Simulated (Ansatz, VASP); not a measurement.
**H in VASP and in Ansatz**

```
H
1.0
     2.54478   -2.48990    0.00000
     2.54478    2.48990    0.00000
     0.00000    0.00000    4.14182
H
4
Direct
  0.95330 0.04670 0.06851
  0.45330 0.54670 0.43149
  0.54670 0.45330 0.56851
  0.04670 0.95330 0.93149
```

Change from the starting cell: strain -0.030 along x and y, +0.000 along z, atoms carried along.

Alike in both runs: task single point; functional PBEsol; k mesh 6 × 6 × 6; occupations gaussian, width 0.05 eV; no spin polarisation.

|  | VASP | Ansatz |
| --- | --- | --- |
| version | VASP 6.6.1 | Ansatz 0.2.0 |
| potentials or method | VASP PAW PBE potentials, release 64 (H), cutoff 520 eV | scalar-relativistic, plane waves, PAW |
| valence electrons in the cell | 4 | 4 |

|  | VASP | Ansatz | Ansatz less VASP |
| --- | --- | --- | --- |
| gap on the k mesh at the Fermi level (eV) | 9.14 | 9.14 | +0.003 |
| least direct gap on the mesh (eV) | 9.81 | 9.82 | +0.003 |
| pressure (GPa) | 1.2 | 1.4 | +0.17 |
| traceless stress, the component that is largest in VASP (GPa) | -1.35 | -1.37 | -0.014 |
| rms of the force components (eV/Å) | 0.534 | 0.533 | -0.0003 |

VASP's potentials were made for PBE, not for PBEsol. Atom by atom the forces differ by 0.000 eV/Å (rms over components). With one functional, cell and mesh, what is left measures potentials, basis and numerics.
